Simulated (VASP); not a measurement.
Crystal: Co.

```xyz
2
Lattice="2.4874 0.0000 0.0000 -1.2437 2.1541 0.0000 0.0000 0.0000 4.0633" Properties=species:S:1:pos:R:3 pbc="T T T"
Co    0.0000    1.4361    3.0074
Co    1.2437    0.7180    1.0559
```

```yaml
Program: VASP 6.6.1
Task: relaxation of cell and atoms
Functional: PBEsol
Potentials_or_basis: VASP PAW PBE potentials, release 64 (Co)
Cutoff: 600 eV
k_mesh: 12 × 12 × 7
Occupations: fermi-dirac, width 0.05 eV
Spin: collinear spin, ferromagnetic start
Starting_moments: "[2.0, 2.0] μB"
```

At the start: pressure -10.1 GPa; volume 10.89 Å³/atom.

Problem. How do energy, volume and symmetry change on relaxing?

Solution. Over 13 steps the energy falls by 29.6 meV/atom and the volume is 10.33 Å³/atom (-5.1 %); space group P-3m1 (No. 164, to 0.1 Å) before, P6_3/mmc (No. 194, to 0.1 Å); moment 3.10 μB per cell.

The path:
```
step  energy change (eV)  largest force (eV/Å)  pressure (GPa)  volume (Å³)
   1              0.0000                0.4293          -10.11        21.77
   2             -0.0157                0.3992           12.83        19.68
   3             -0.0459                0.4536            1.40        20.57
   4             -0.0586                0.0914            0.80        20.57
   5             -0.0591                0.0003            0.82        20.57
   6             -0.0591                0.0075            0.81        20.57
   7             -0.0591                0.0138           -0.83        20.72
   8             -0.0593                0.0109            0.05        20.64
   9             -0.0593                0.0111           -0.01        20.64
  10             -0.0593                0.0108            0.31        20.64
  11             -0.0593                0.0026           -0.19        20.66
  12             -0.0593                0.0056           -0.16        20.65
  13             -0.0593                0.0068           -0.12        20.65
```

Final structure:
```xyz
2
Lattice="2.4543 0.0000 0.0000 -1.2272 2.1255 0.0000 0.0000 0.0000 3.9586" Properties=species:S:1:pos:R:3 pbc="T T T"
Co    0.0000    1.4170    2.9685
Co    1.2272    0.7085    0.9901
```

Caveat: the PAW data sets were made with another functional, which shifts forces and pressure a little.
